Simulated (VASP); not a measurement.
# Na4I (Pm-3m) in VASP: further runs, part 2 of 2

VASP 6.6.1.

## Step 3: Single point, PBE

This run uses another cell than the first one, of 44.67 Å³/atom.

INCAR

```
PREC     = Accurate       # precision mode
ENCUT    = 520            # plane-wave cutoff, eV
EDIFF    = 1E-6           # SCF threshold, eV
ISMEAR   = 0              # smearing method
SIGMA    = 0.1            # smearing width, eV
LREAL    = False          # projectors in reciprocal space
LASPH    = True           # aspherical terms in the spheres
NELM     = 60             # most SCF steps
ALGO     = Normal         # electronic algorithm
ISIF     = 2              # what is computed and relaxed
LWAVE    = False          # write WAVECAR
LCHARG   = False          # write CHGCAR
GGA      = PE             # functional
NBANDS   = 26             # bands
```

KPOINTS

```
regular mesh
0
Gamma
  4 4 4
```

POSCAR

```
Na4I
1.0
    6.0671615643      0.0000000000      0.0000000000
    0.0000000000      6.0671615643      0.0000000000
    0.0000000000      0.0000000000      6.0671615643
Na I
4 1
Direct
    0.5000000000      0.0000000000      0.0000000000
    0.0000000000      0.5000000000      0.0000000000
    0.0000000000      0.0000000000      0.5000000000
    0.0000000000      0.0000000000      0.0000000000
    0.5000000000      0.5000000000      0.5000000000
```

Potentials or basis: VASP PAW PBE potentials, release 64 (Na_pv, I).

The run is started by

```sh
cat potpaw_PBE.64/Na_pv/POTCAR potpaw_PBE.64/I/POTCAR > POTCAR
mpirun -np 1 vasp_std > vasp.out
```

Run time: 81 s. Hardware: 1 thread of Intel Xeon 8259CL, shared host; peak memory 0.32 GiB.

Results (log left out):

```
Free energy            : -7.1187 eV
Pressure               : 0.0 GPa
Band gap on the k mesh : zero (an odd number of electrons rules out a gap without spin polarisation)
```

Levels at points of the mesh, in eV from the Fermi level:
```tsv
k point	band 14	band 15	band 16	band 17	band 18	band 19	band 20	band 21
(0.00, 0.00, 0.00)	-2.76	-2.76	-2.76	-2.62	1.50	1.50	1.55	1.55
(0.50, 0.00, 0.00)	-3.39	-2.71	-2.71	-1.32	-0.82	1.39	1.39	2.40
(0.50, 0.50, 0.00)	-3.10	-3.10	-2.67	-1.62	0.30	0.30	1.15	1.95
(0.50, 0.50, 0.50)	-2.97	-2.97	-2.97	-0.92	-0.17	-0.17	-0.17	2.51
```

Caveat: spin-orbit coupling is left out, which moves the levels of the heavy elements; an odd number of electrons without spin polarisation forces a metal; a magnetic or distorted state may lie lower.

## Step 4: Relaxation of cell and atoms, PBE

INCAR

```
SYSTEM = Na4I
  PREC = Accurate
  ENCUT = 600
  EDIFF = 1E-7
  ISMEAR = 0
  SIGMA = 0.1
  LREAL = .False.
  LASPH = .True.
  NELM = 100
  ALGO = Normal
  ISIF = 3
  LWAVE = .False.
  LCHARG = .False.
  GGA = PE
  IBRION = 2
  NSW = 90
  EDIFFG = -0.04
```

KPOINTS

```
regular mesh
0
Gamma
  4 4 4
  0 0 0
```

Changes to POSCAR since step 3:

```diff
@@ -2,5 +2,5 @@
 1.0
-    6.0671615643      0.0000000000      0.0000000000
-    0.0000000000      6.0671615643      0.0000000000
-    0.0000000000      0.0000000000      6.0671615643
+    5.1592034500      0.0000000000      0.0000000000
+    0.0000000000      5.1592034500      0.0000000000
+    0.0000000000      0.0000000000      5.1592034500
 Na I
```

Potentials or basis: VASP PAW PBE potentials, release 64 (Na_pv, I).

The run is started by

```sh
cat potpaw_PBE.64/Na_pv/POTCAR potpaw_PBE.64/I/POTCAR > POTCAR
mpirun -np 1 vasp_std > vasp.out
```

OUTCAR:

```text
SYSTEM = Na4I
   PREC = Accurate
   ENCUT = 600
   EDIFF = 1E-7
   ISMEAR = 0
   LREAL = .False.
   LASPH = .True.
   NELM = 100
   ISIF = 3
   GGA = PE
   IBRION = 2
   NSW = 90
   EDIFFG = -0.04

 ion  position               nearest neighbor table
   1  0.500  0.000  0.000-   4 2.58   4 2.58
   2  0.000  0.500  0.000-   4 2.58   4 2.58
   3  0.000  0.000  0.500-   4 2.58   4 2.58
   4  0.000  0.000  0.000-   1 2.58   2 2.58   3 2.58   3 2.58   2 2.58   1 2.58
   5  0.500  0.500  0.500-

  LATTYP: Found a simple cubic cell.
 ALAT       =     5.1592034500

  Lattice vectors:

 A1 = (   5.1592034500,   0.0000000000,   0.0000000000)
 A2 = (   0.0000000000,   5.1592034500,   0.0000000000)
[... 174 lines left out ...]
  Direction    XX          YY          ZZ          XY          YZ          ZX
  --------------------------------------------------------------------------------------
  -------------------------------------------------------------------------------------
  Total        5.8967445      5.8967445      5.8967445     -0.0000000      0.0000000      0.0000000
  in kB       68.7978601     68.7978601     68.7978601     -0.0000000      0.0000000      0.0000000
  external PRESSURE =      68.7978601 kB  Pullay stress =       0.0000000 kB
[... 143 lines left out ...]
--------------------------------------- Ionic step        5  -------------------------------------------

 number of electron      34.9999946 magnetization

 Free energy of the ion-electron system (eV)
  ---------------------------------------------------
  ext. energy  EPLUGINS =         0.00000000
  ---------------------------------------------------
  free energy    TOTEN  =        -7.10140795 eV

  energy without entropy =       -7.09091632  energy(sigma->0) =       -7.09616213

 E-fermi :   0.8705     XC(G=0):  -6.2845

 val. band max:        0.7439109063   @ k =   0.5000   0.2500   0.2500
 cond. band min:       0.9328152379   @ k =   0.5000   0.5000   0.2500
 fundamental gap:      0.1889043316
 Fermi energy:         0.8705423872

 k-point     1 :       0.0000    0.0000    0.0000
  band No.  band energies     occupation
      1     -24.9498      2.00000
      2     -24.9498      2.00000
      3     -24.9498      2.00000
      4     -24.8887      2.00000
      5     -24.8887      2.00000
      6     -24.8887      2.00000
[... 261 lines left out ...]
  FREE ENERGIE OF THE ION-ELECTRON SYSTEM (eV)
  ---------------------------------------------------
  free  energy   TOTEN  =        -7.1014079459 eV

  energy  without entropy=       -7.0909163174  energy(sigma->0) =       -7.09616213

 reached required accuracy - stopping structural energy minimisation
```

It took 4.1 min on 1 thread of Intel Xeon 8259CL, shared host; peak memory 0.28 GiB.

What came out:

| Item | Value |
| --- | --- |
| Free energy | -7.1014 eV |
| Relaxed volume | 44.11 Å³/atom |
| Relaxed cell | a = 6.042 Å, b = 6.042 Å, c = 6.042 Å, α = 90.00°, β = 90.00°, γ = 90.00° |
| Space group after relaxing (to 0.1 Å) | Pm-3m (No. 221) |
| Energy gained by relaxing | 246.8 meV/atom |
| Ionic steps | 5 |
| Pressure after relaxing | 0.0 GPa |
| Band gap on the k mesh | zero (an odd number of electrons rules out a gap without spin polarisation) |

Step by step:
```tsv
step	energy change (eV)	largest force (eV/Å)	pressure (GPa)	volume (Å³)
1	0.0000	0.0000	6.88	137.32
2	-0.7591	0.0000	3.31	162.12
3	-1.1860	0.0000	0.77	198.94
4	-1.2313	0.0000	0.17	215.13
5	-1.2342	0.0000	0.01	220.57
```

Final structure:
```
Na I
1.0
     6.04200    0.00000    0.00000
     0.00000    6.04200    0.00000
     0.00000    0.00000    6.04200
Na I
4 1
Direct
  0.50000 0.00000 0.00000
  0.00000 0.50000 0.00000
  0.00000 0.00000 0.50000
  0.00000 0.00000 0.00000
  0.50000 0.50000 0.50000
```

Caveat: the volume moved by over 15 % at a fixed basis, so the end points are rough; spin-orbit coupling is left out, which moves the levels of the heavy elements; an odd number of electrons without spin polarisation forces a metal; a magnetic or distorted state may lie lower.

## Step 5: Summary

```tsv
task	cell	cutoff (eV)	gap on the mesh (eV)	pressure (GPa)
single point	a = 5.159 Å, 5 atoms	520	none	6.9
single point	a = 6.067 Å, 5 atoms	520	none	0.0
relaxation of cell and atoms	relaxed from a = 5.159 Å, 5 atoms	600	none	0.0
```

Alike in all rows: level PBE; potentials or basis VASP PAW PBE potentials, release 64 (Na_pv, I); no spin polarisation; k mesh 4 × 4 × 4; smearing gaussian 0.1 eV.

Caveats: spin-orbit coupling is left out, which moves the levels of the heavy elements; an odd number of electrons without spin polarisation forces a metal; a magnetic or distorted state may lie lower; the cell stands under pressure (at least some runs); the volume moved by over 15 % at a fixed basis, so the end points are rough (at least some runs).

Absolute energies hang on the potentials; compare differences alone.
